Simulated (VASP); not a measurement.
Here is a VASP 6.6.1 calculation.

Contents of POSCAR:

```
MoS2
1.0
    3.1845928805      0.0000000000      0.0000000000
   -1.5922964402      2.7579383352      0.0000000000
    0.0000000000      0.0000000000     12.9639414742
Mo S
2 4
Direct
    0.3333333333      0.6666666667      0.2500000000
    0.6666666667      0.3333333333      0.7500000000
    0.3333333333      0.6666666667      0.6302475851
    0.6666666667      0.3333333333      0.1302475851
    0.3333333333      0.6666666667      0.8697524149
    0.6666666667      0.3333333333      0.3697524149
```

INCAR.step1

```
PREC = Accurate
ENCUT = 520
ISMEAR = 0
SIGMA = 0.05
LREAL = F
LASPH = T
NELM = 150
ISPIN = 2
MAGMOM = 2 2 0 0 0 0
LMAXMIX = 4
NBANDS = 39
GGA = PE
ALGO = Normal
EDIFF = 1E-4
LWAVE = T
LCHARG = F
```

INCAR.step2

```
PREC = Accurate
ENCUT = 520
EDIFF = 1E-7
ISMEAR = 0
SIGMA = 0.05
LREAL = F
LASPH = T
NELM = 150
ALGO = Normal
ISIF = 2
LWAVE = F
LCHARG = T
ISPIN = 2
MAGMOM = 2 2 0 0 0 0
LORBIT = 11
LMAXMIX = 4
METAGGA = R2SCAN
LMIXTAU = T
LELF = T
LVHAR = T
NBANDS = 39
ISTART = 1
```

Contents of KPOINTS:

```
regular mesh
0
Gamma
  8 8 2
```

Potentials or basis: VASP PAW PBE potentials, release 64 (Mo_sv, S).

Launch:

```console
$ cat potpaw_PBE.64/Mo_sv/POTCAR potpaw_PBE.64/S/POTCAR > POTCAR
$ cp INCAR.step1 INCAR
$ mpirun -np 1 vasp_std > vasp.out
$ cp INCAR.step2 INCAR
$ mpirun -np 1 vasp_std > vasp.out
```

Task: What does it give for the band gap on the k mesh?

Result: 1.34 eV (least direct gap 2.04 eV).

Task: What does it give for the pressure?

Result: 0.1 GPa.

Forces in eV/Å, atoms in the order of the input:
```
Mo   0.000  0.000  0.000
Mo   0.000  0.000  0.000
S    0.000  0.000 -0.005
S    0.000  0.000 -0.005
S    0.000  0.000  0.005
S    0.000  0.000  0.005
```

Caveat: the PAW data sets were made with another functional, which shifts forces and pressure a little.

**The experiment to reproduce.**

From “Multiwavelength excitation Raman Scattering Analysis of bulk and 2 dimensional MoS2: Vibrational properties of atomically thin MoS2 layers”, 2015, arxiv:1506.03228, for a bulk crystal of MoS2 at 300 K: band gap 1.3 eV (indirect).

Against the measured gap of MoS2, 1.3 eV (indirect; 300 K; “Multiwavelength excitation Raman Scattering Analysis of bulk and 2 dimensional MoS2: Vibrational properties of atomically thin MoS2 layers”, 2015, arxiv:1506.03228), the calculated 1.34 eV is off by +0.04 eV. Spin-orbit coupling on Mo is left out. The value is that of r2SCAN on a finite k mesh, which can miss the band edges, without temperature or zero-point motion.
